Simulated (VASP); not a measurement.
A run of VASP 6.6.1 is set up as follows.

File INCAR:

```
SYSTEM = BN
PREC     = Accurate       ! precision mode
ENCUT    = 600            ! plane-wave cutoff, eV
EDIFF    = 1E-6           ! SCF threshold, eV
ISMEAR   = 0              ! smearing method
SIGMA    = 0.01           ! smearing width, eV
LREAL    = .False.        ! projectors in reciprocal space
LASPH    = .True.         ! aspherical terms in the spheres
NELM     = 80             ! most SCF steps
ALGO     = Normal         ! electronic algorithm
ISIF     = 3              ! what is computed and relaxed
LWAVE    = .False.        ! write WAVECAR
LCHARG   = .False.        ! write CHGCAR
GGA      = PS             ! functional
IBRION   = 2              ! ionic algorithm
NSW      = 80             ! ionic steps
EDIFFG   = -0.001         ! ionic threshold
```

KPOINTS

```
Automatic mesh
0
Gamma
  12 12 4
  0 0 0
```

Contents of POSCAR:

```
BN
1.0
    2.5043460065      0.0000000000      0.0000000000
   -1.2521730032      2.1688272615      0.0000000000
    0.0000000000      0.0000000000      7.0164125884
B N
2 2
Direct
    0.3333333333      0.6666666667      0.2500000000
    0.6666666667      0.3333333333      0.7500000000
    0.3333333333      0.6666666667      0.7500000000
    0.6666666667      0.3333333333      0.2500000000
```

Potentials or basis: VASP PAW PBE potentials, release 64 (B, N).

Command:

```sh
$ cat potpaw_PBE.64/B/POTCAR potpaw_PBE.64/N/POTCAR > POTCAR
$ mpirun -np 1 vasp_std > vasp.out
```

**Question.** Predict the space group after relaxing (to 0.1 Å).

**Answer.** P6_3/mmc (No. 194).

**Question.** Estimate the band gap on the k mesh.

**Answer.** 4.22 eV (least direct gap 4.59 eV).

**Question.** What does it give for the relaxed cell?

**Answer.** a = 2.505 Å, b = 2.505 Å, c = 6.876 Å, α = 90.00°, β = 90.00°, γ = 120.00°.

Final structure:
```cif
data_structure
_symmetry_space_group_name_H-M 'P 1'
_symmetry_Int_Tables_number 1
_cell_length_a 2.5051
_cell_length_b 2.5051
_cell_length_c 6.8765
_cell_angle_alpha 90.000
_cell_angle_beta 90.000
_cell_angle_gamma 120.000
_cell_volume 37.37
loop_
_atom_site_label
_atom_site_type_symbol
_atom_site_fract_x
_atom_site_fract_y
_atom_site_fract_z
_atom_site_occupancy
B1 B 0.33333 0.66667 0.25000 1
B2 B 0.66667 0.33333 0.75000 1
N1 N 0.33333 0.66667 0.75000 1
N2 N 0.66667 0.33333 0.25000 1
```

 A k mesh can miss the band edges.
